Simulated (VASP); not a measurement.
Here is a VASP 6.6.1 calculation.

The input INCAR:

```
PREC = Accurate
ENCUT = 520
EDIFF = 1E-6
ISMEAR = 0
SIGMA = 0.15
LREAL = False
LASPH = True
NELM = 60
ALGO = Normal
ISIF = 2
LWAVE = False
LCHARG = False
GGA = PS
NBANDS = 23
```

KPOINTS

```
regular mesh
0
Gamma
  18 18 10
```

Contents of POSCAR:

```
HfN
1.0
    3.0338760871      0.0000000000      0.0000000000
   -1.5169380436      2.6274137633      0.0000000000
    0.0000000000      0.0000000000      5.2292078537
Hf N
2 2
Direct
    0.6666666667      0.3333333333      0.7500000000
    0.3333333333      0.6666666667      0.2500000000
    0.0000000000      0.0000000000      0.0000000000
    0.0000000000      0.0000000000      0.5000000000
```

Potentials or basis: VASP PAW PBE potentials, release 64 (Hf_pv, N).

The run is started by

```sh
$ cat potpaw_PBE.64/Hf_pv/POTCAR potpaw_PBE.64/N/POTCAR > POTCAR
$ mpirun -np 1 vasp_std > vasp.out
```

Q: Estimate the band gap on the k mesh.

A: Zero (band 15 reaches 10.81 eV, above the bottom of band 16 at 8.14 eV).

Q: Estimate the pressure.

A: 28.8 GPa.

Stress tensor (GPa, compression positive):
```
28.43  0.00  0.00
 0.00 28.43  0.00
 0.00  0.00 29.41
```

Caveat: the cell differs from its parent crystal (strain -0.030 along x and y, -0.030 along z); the PAW data sets were made with another functional, which shifts forces and pressure a little; spin-orbit coupling is left out, which moves the levels of the heavy elements.
